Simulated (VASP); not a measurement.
Ni:

```
Ni
1.0
     0.00000    1.76196    1.76196
     1.76196    0.00000    1.76196
     1.76196    1.76196    0.00000
Ni
1
Direct
  0.00000 0.00000 0.00000
```

```yaml
Program: VASP 6.6.1
Task: relaxation of cell and atoms
Functional: LDA
Potentials_or_basis: VASP PAW LDA potentials, release 64 (Ni)
Cutoff: 600 eV
k_mesh: 21 × 21 × 21
Occupations: fermi-dirac, width 0.1 eV
Spin: collinear spin, ferromagnetic start
Starting_moments: "[1.0] μB"
```

At the start: pressure -17.6 GPa; volume 10.94 Å³/atom.

**Question.** How do energy, volume and symmetry change on relaxing?

**Answer.** Over 4 steps the energy falls by 54.1 meV/atom and the volume is 10.03 Å³/atom (-8.3 %); space group Fm-3m (No. 225, to 0.1 Å) before and after; moment 0.55 μB per cell.

Step by step:
| step | energy change (eV) | largest force (eV/Å) | pressure (GPa) | volume (Å³) |
| --- | --- | --- | --- | --- |
| 1 | 0.0000 | 0.0000 | -17.55 | 10.94 |
| 2 | 0.0190 | 0.0000 | 29.09 | 9.15 |
| 3 | -0.0541 | 0.0000 | -0.39 | 10.05 |
| 4 | -0.0541 | 0.0000 | 0.05 | 10.03 |

Final structure:
```yaml
crystal:
  lattice:
    - [0.00000, 1.71179, 1.71179]
    - [1.71179, 0.00000, 1.71179]
    - [1.71179, 1.71179, 0.00000]
  atoms:
    - { symbol: Ni, position: [0.00000, 0.00000, 0.00000] }
```
